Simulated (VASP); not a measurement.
# BaTiO3 (P4mm) in VASP: further runs

Aim: see how the results for BaTiO3 move with the level of theory and the settings. Levels: PBE+D3(BJ), revPBE, PBE+U. Tasks: single point, relaxation of cell and atoms.

Everything below comes from runs of VASP 6.6.1. Logs are shortened: lines on timing, memory, paths and dates and some standing lists are left out, and cuts for length are marked.

**1. The cell of the first run**

Symmetry: P4mm, No. 99, tetragonal system. Conventional cell: a = 4.000 Å, b = 4.000 Å, c = 4.018 Å, α = 90.00°, β = 90.00°, γ = 90.00°. Within 3.7 Å of Ba (site symmetry 4mm) lie 12 O at 2.79 to 2.88 Å and 8 Ti at 3.45 to 3.49 Å. Ti (site symmetry 4mm) has 6 O at 1.89 to 2.13 Å within 2.5 Å. Within 2.9 Å of O (site symmetry 2mm) lie 2 Ti at 2.00 Å and 4 Ba at 2.79 to 2.88 Å and 8 O at 2.83 to 2.84 Å. Within 2.5 Å of O (site symmetry 4mm) lie 2 Ti at 1.89 to 2.13 Å.

**2. Single point, PBE+D3(BJ)**

Input file INCAR:

```
SYSTEM = BaTiO3
PREC = Accurate
ENCUT = 910
EDIFF = 1E-6
ISMEAR = -1
SIGMA = 0.05
LREAL = .FALSE.
LASPH = .TRUE.
NELM = 120
ALGO = Normal
ISIF = 2
LWAVE = .FALSE.
LCHARG = .TRUE.
GGA = PE
IVDW = 12
LELF = .TRUE.
LVHAR = .TRUE.
NBANDS = 28
GGA_COMPAT = .FALSE.
```

Input file KPOINTS:

```
Automatic mesh
0
G
  7 7 7
  0 0 0
```

Input file POSCAR:

```
BaTiO3
1.0
    3.9998000000      0.0000000000      0.0000000000
    0.0000000000      3.9998000000      0.0000000000
    0.0000000000      0.0000000000      4.0180000000
Ba Ti O
1 1 3
Direct
    0.0000000000      0.0000000000      0.0000000000
    0.5000000000      0.5000000000      0.4900000000
    0.0000000000      0.5000000000      0.5170000000
    0.5000000000      0.0000000000      0.5170000000
    0.5000000000      0.5000000000      0.0190000000
```

Potentials or basis: VASP PAW PBE potentials, release 64 (Ba_sv, Ti_sv, O_h).

Command:

```
> cat potpaw_PBE.64/Ba_sv/POTCAR potpaw_PBE.64/Ti_sv/POTCAR potpaw_PBE.64/O_h/POTCAR > POTCAR
> mpirun -np 1 vasp_std > vasp.out
```

OUTCAR:

```text
SYSTEM = BaTiO3
   PREC = Accurate
   ENCUT = 910
   EDIFF = 1E-6
   ISMEAR = -1
   LREAL = .FALSE.
   LASPH = .TRUE.
   NELM = 120
   ISIF = 2
   GGA = PE
   IVDW = 12
 IVDW          = 12

 ion  position               nearest neighbor table
   1  0.000  0.000  0.000-   3 2.79   4 2.79   3 2.79   4 2.79   5 2.83   5 2.83   5 2.83   5 2.83
                             4 2.88   3 2.88   4 2.88   3 2.88   2 3.45   2 3.45   2 3.45   2 3.45
   2  0.500  0.500  0.490-   5 1.89   4 2.00   3 2.00   4 2.00   3 2.00   5 2.13   1 3.45   1 3.45
                             1 3.45   1 3.45   1 3.49   1 3.49   1 3.49   1 3.49
   3  0.000  0.500  0.517-   2 2.00   2 2.00   1 2.79   1 2.79   1 2.88   1 2.88
   4  0.500  0.000  0.517-   2 2.00   2 2.00   1 2.79   1 2.79   1 2.88   1 2.88
   5  0.500  0.500  0.019-   2 1.89   2 2.13   1 2.83   1 2.83   1 2.83   1 2.83

  LATTYP: Found a simple tetragonal cell.
 ALAT       =     3.9998000000
 C/A-ratio  =     1.0045502275

  Lattice vectors:

 A1 = (   3.9998000000,   0.0000000000,   0.0000000000)
 A2 = (   0.0000000000,   3.9998000000,   0.0000000000)
 A3 = (   0.0000000000,   0.0000000000,   4.0180000000)

Analysis of symmetry for initial positions (statically):
=====================================================================
 Subroutine PRICEL returns:
 Original cell was already a primitive cell.

 Routine SETGRP: Setting up the symmetry group for a
 simple tetragonal supercell.

 Subroutine GETGRP returns: Found  8 space group operations
 (whereof  8 operations were pure point group operations)
 out of a pool of 16 trial point group operations.

The static configuration has the point symmetry C_4v.

Analysis of symmetry for dynamics (positions and initial velocities):
=====================================================================
 Subroutine PRICEL returns:
 Original cell was already a primitive cell.

 Routine SETGRP: Setting up the symmetry group for a
 simple tetragonal supercell.

 Subroutine GETGRP returns: Found  8 space group operations
 (whereof  8 operations were pure point group operations)
 out of a pool of 16 trial point group operations.

The dynamic configuration has the point symmetry C_4v.

 Subroutine INISYM returns: Found  8 space group operations
 (whereof  8 operations are pure point group operations),
 and found     1 'primitive' translations

----------------------------------------------------------------------------------------

                                     Primitive cell

  volume of cell :      64.2816

  direct lattice vectors                    reciprocal lattice vectors
     3.999800000  0.000000000  0.000000000     0.250012501  0.000000000  0.000000000
     0.000000000  3.999800000  0.000000000     0.000000000  0.250012501  0.000000000
     0.000000000  0.000000000  4.018000000     0.000000000  0.000000000  0.248880040

  length of vectors
     3.999800000  3.999800000  4.018000000     0.250012501  0.250012501  0.248880040

  position of ions in fractional coordinates (direct lattice)
     0.000000000  0.000000000  0.000000000
     0.500000000  0.500000000  0.490000000
     0.000000000  0.500000000  0.517000000
     0.500000000  0.000000000  0.517000000
     0.500000000  0.500000000  0.019000000

  ion indices of the primitive-cell ions
   primitive index   ion index
                 1           1
                 2           2
                 3           3
                 4           4
                 5           5

----------------------------------------------------------------------------------------

 KPOINTS: Automatic mesh

Automatic generation of k-mesh.
 Grid dimensions read from file:
 generate k-points for:    7    7    7

 Generating k-lattice:

  Cartesian coordinates                     Fractional coordinates (reciprocal lattice)
     0.035716072  0.000000000  0.000000000     0.142857143  0.000000000  0.000000000
     0.000000000  0.035716072  0.000000000     0.000000000  0.142857143  0.000000000
     0.000000000  0.000000000  0.035554291     0.000000000  0.000000000  0.142857143

  Length of vectors
     0.035716072  0.035716072  0.035554291

  Shift w.r.t. Gamma in fractional coordinates (k-lattice)
     0.000000000  0.000000000  0.000000000

 Subroutine IBZKPT returns following result:
 ===========================================

 Found     40 irreducible k-points:

 Following reciprocal coordinates:
            Coordinates               Weight
  0.000000  0.000000  0.000000      1.000000
  0.142857  0.000000  0.000000      4.000000
  0.285714  0.000000  0.000000      4.000000
  0.428571  0.000000  0.000000      4.000000
  0.142857  0.142857  0.000000      4.000000
  0.285714  0.142857  0.000000      8.000000
[... 16 lines left out ...]
  0.285714  0.000000  0.285714      8.000000
  0.428571  0.000000  0.285714      8.000000
 [... further k-points ...]
   k-points           NKPTS =     40   k-points in BZ     NKDIM =     40   number of bands    NBANDS=     28
   number of dos      NEDOS =    301   number of ions     NIONS =      5
   total plane-waves  NPLWV =  64000
   dimension x,y,z NGX =    40 NGY =   40 NGZ =   40
   dimension x,y,z NGXF=    80 NGYF=   80 NGZF=   80
   ions per type =               1   1   3
   NGX,Y,Z   is equivalent  to a cutoff of  16.63, 16.63, 16.55 a.u.
   NGXF,Y,Z  is equivalent  to a cutoff of  33.25, 33.25, 33.10 a.u.
 SYSTEM =  BaTiO3
   PREC   = accura    normal or accurate (medium, high low for compatibility)
   ISTART =      0    job   : 0-new  1-cont  2-samecut
   ICHARG =      2    charge: 1-file 2-atom 10-const
   ISPIN  =      1    spin polarized calculation?
   LNONCOLLINEAR =      F non collinear calculations
   LSORBIT =      F    spin-orbit coupling
   LASPH  =      T    aspherical Exc in radial PAW
   ENCUT  =  910.0 eV  66.88 Ry    8.18 a.u.   9.84  9.84  9.88*2*pi/ulx,y,z
   NELM   =    120;   NELMIN=  2; NELMDL= -5     # of ELM steps
   EDIFF  = 0.1E-05   stopping-criterion for ELM
   LREAL  =      F    real-space projection
   EDIFFG = 0.1E-04   stopping-criterion for IOM
   NSW    =      0    number of steps for IOM
   IBRION =     -1    ionic relax: 0-MD 1-quasi-New 2-CG
   NFREE  =      0    steps in history (QN), initial steepest desc. (CG)
   ISIF   =      2    stress and relaxation
   ISYM   =      2    0-nonsym 1-usesym 2-fastsym
   POTIM  = 0.5000    time-step for ionic-motion
   TEBEG  =    0.0;   TEEND  =   0.0 temperature during run
   PSTRESS=    0.0 pullay stress
   NELECT =      40.0000    total number of electrons
   NUPDOWN=      -1.0000    fix difference up-down
   EMIN   =  10.00;   EMAX   =-10.00  energy-range for DOS
   EFERMI =   0.00;   METHOD = LEGACY
   ISMEAR =    -1;   SIGMA  =   0.05  broadening in eV -4-tet -1-fermi 0-gaus
   EFERMI_NEDOS =   21; number of points for ismear=-14 and -15
   IALGO  =     38    algorithm
   IMIX   =      4    mixing-type and parameters
     AMIX     =   0.40;   BMIX     =  1.00
     AMIX_MAG =   1.60;   BMIX_MAG =  1.00
  volume/ion in A,a.u.               =      12.86        86.76
  Fermi-wavevector in a.u.,A,eV,Ry     =   1.397653  2.641181 26.578078  1.953434
  Thomas-Fermi vector in A             =   2.520888
   LORBIT       =      0    0 simple, 1 ext, 2 COOP (PROOUT), +10 PAW based schemes
   GGA     = PE    functional components
   LHFCALC =     F    Hartree Fock is set to
   AEXX    =    0.0000 exact exchange contribution
   IVDW    =    12    specifies the selected vdW correction
   LEPSILON=     F    determine dielectric tensor
   LRPA    =     F    only Hartree local field effects (RPA)
 non-spin polarized calculation
  energy-cutoff  :      910.00
  volume of cell :       64.28
 maximum number of plane-waves:      4023
 NGX is ok and might be reduce to    40
   NGX = 19   NGY = 19   NGZ = 19

 number of electron      40.0000003 magnetization

 Free energy of the ion-electron system (eV)
  ---------------------------------------------------
  ext. energy  EPLUGINS =         0.00000000
  ---------------------------------------------------
  free energy    TOTEN  =       -40.00721468 eV

  energy without entropy =      -40.00721468  energy(sigma->0) =      -40.00721468

 E-fermi :   5.1048     XC(G=0): -11.2459

 val. band max:        4.1069739576   @ k =   0.4286   0.4286   0.4286
 cond. band min:       5.9784340029   @ k =   0.0000   0.0000   0.0000
 fundamental gap:      1.8714600453
 Fermi energy:         5.1047539601

 k-point     1 :       0.0000    0.0000    0.0000
  band No.  band energies     occupation
      1     -52.3964      2.00000
      2     -28.6370      2.00000
      3     -28.6072      2.00000
      4     -28.6072      2.00000
      5     -20.6530      2.00000
      6     -12.7173      2.00000
[... 20 lines left out ...]
     27       9.2539      0.00000
     28      11.5076      0.00000

 k-point     2 :       0.1429    0.0000    0.0000
  band No.  band energies     occupation
      1     -52.3962      2.00000
      2     -28.6366      2.00000
      3     -28.6171      2.00000
      4     -28.6068      2.00000
      5     -20.6310      2.00000
      6     -12.7332      2.00000
[... 20 lines left out ...]
     27       9.6337      0.00000
     28      11.9904      0.00000

 k-point     3 :       0.2857    0.0000    0.0000
  band No.  band energies     occupation
      1     -52.3958      2.00000
      2     -28.6394      2.00000
      3     -28.6356      2.00000
      4     -28.6060      2.00000
      5     -20.5807      2.00000
      6     -12.8273      2.00000
[... 20 lines left out ...]
     27      10.6087      0.00000
     28      12.5016      0.00000

 k-point     4 :       0.4286    0.0000    0.0000
  band No.  band energies     occupation
      1     -52.3955      2.00000
      2     -28.6570      2.00000
      3     -28.6350      2.00000
      4     -28.6053      2.00000
      5     -20.5394      2.00000
      6     -12.9357      2.00000
[... 578 lines left out ...]
     27      10.9924      0.00000
     28      12.7620      0.00000

 k-point    23 :       0.2857    0.0000    0.2857
  band No.  band energies     occupation
      1     -52.3952      2.00000
      2     -28.6660      2.00000
      3     -28.6376      2.00000
      4     -28.6048      2.00000
      5     -20.5261      2.00000
      6     -12.6409      2.00000
[... 20 lines left out ...]
     27      11.9850      0.00000
     28      12.7448      0.00000

 k-point    24 :       0.4286    0.0000    0.2857
  band No.  band energies     occupation
      1     -52.3949      2.00000
      2     -28.6650      2.00000
      3     -28.6550      2.00000
      4     -28.6042      2.00000
      5     -20.4937      2.00000
      6     -12.6205      2.00000
[... 20 lines left out ...]
     27      12.5969      0.00000
     28      13.0547      0.00000

 [... further k-points ...]

------------------------ aborting loop because EDIFF is reached ----------------------------------------

 Edisp (eV)   -1.32131

 E8    (eV) :    -0.6008

  FORCE on cell =-STRESS in cart. coord.  units (eV):
  Direction    XX          YY          ZZ          XY          YZ          ZX
  --------------------------------------------------------------------------------------
  -------------------------------------------------------------------------------------
  Total       0.08789     0.08789     0.44786     0.00000    -0.00000     0.00000
  in kB       2.19049     2.19049    11.16262     0.00000    -0.00000     0.00000
  external pressure =        5.18 kB  Pullay stress =        0.00 kB

 VOLUME and BASIS-vectors are now :
 -----------------------------------------------------------------------------
  energy-cutoff  :      910.00
  volume of cell :       64.28
      direct lattice vectors                 reciprocal lattice vectors
     3.999800000  0.000000000  0.000000000     0.250012501  0.000000000  0.000000000
     0.000000000  3.999800000  0.000000000     0.000000000  0.250012501  0.000000000
     0.000000000  0.000000000  4.018000000     0.000000000  0.000000000  0.248880040

 POSITION                                       TOTAL-FORCE (eV/Angst)
 -----------------------------------------------------------------------------------
      0.00000      0.00000      0.00000         0.000000      0.000000      0.077496
      1.99990      1.99990      1.96882         0.000000     -0.000000     -0.135295
      0.00000      1.99990      2.07731         0.000000      0.000000     -0.116322
      1.99990      0.00000      2.07731         0.000000      0.000000     -0.116322
      1.99990      1.99990      0.07634         0.000000     -0.000000      0.290443
 -----------------------------------------------------------------------------------
    total drift:                                0.000000      0.000000     -0.001542

  FREE ENERGIE OF THE ION-ELECTRON SYSTEM (eV)
  ---------------------------------------------------
  free  energy   TOTEN  =       -41.3285199901 eV

  energy  without entropy=      -41.3285199894  energy(sigma->0) =      -41.32851999
```

Wall time 96 s (1 thread of Intel Xeon 6975P-C (Granite Rapids), shared host); peak memory 0.36 GiB.

What came out:

* Free energy: -41.3285 eV
* Pressure: 0.5 GPa
* Largest force: 0.290 eV/Å
* Band gap on the k mesh: 1.87 eV (least direct gap 2.06 eV)
* Dispersion energy per atom: -0.264 eV

Forces on the atoms (eV/Å):
```
Ba   0.000  0.000  0.077
Ti   0.000  0.000 -0.135
O    0.000  0.000 -0.116
O    0.000  0.000 -0.116
O    0.000  0.000  0.290
```

Levels at points of the mesh, in eV from the valence-band top:
```tsv
k point	band 16	band 17	band 18	band 19	band 20	band 21	band 22	band 23	band 24	band 25
(0.00, 0.00, 0.00)	-1.13	-1.04	-0.21	-0.19	-0.19	1.87	2.09	2.09	4.06	4.16
```

Caveat: the cutoff is under 1.25 times the usual one of these potentials, so pressure, stress and relaxed cells hold a basis-set (Pulay) error; spin-orbit coupling is left out, which moves the levels of the heavy elements; an odd mesh through Γ misses points on the zone boundary, where band edges can lie. Expect the measured gap to be larger: semilocal functionals such as PBE lack the derivative discontinuity.

(Part 1 of 3 ends here.)
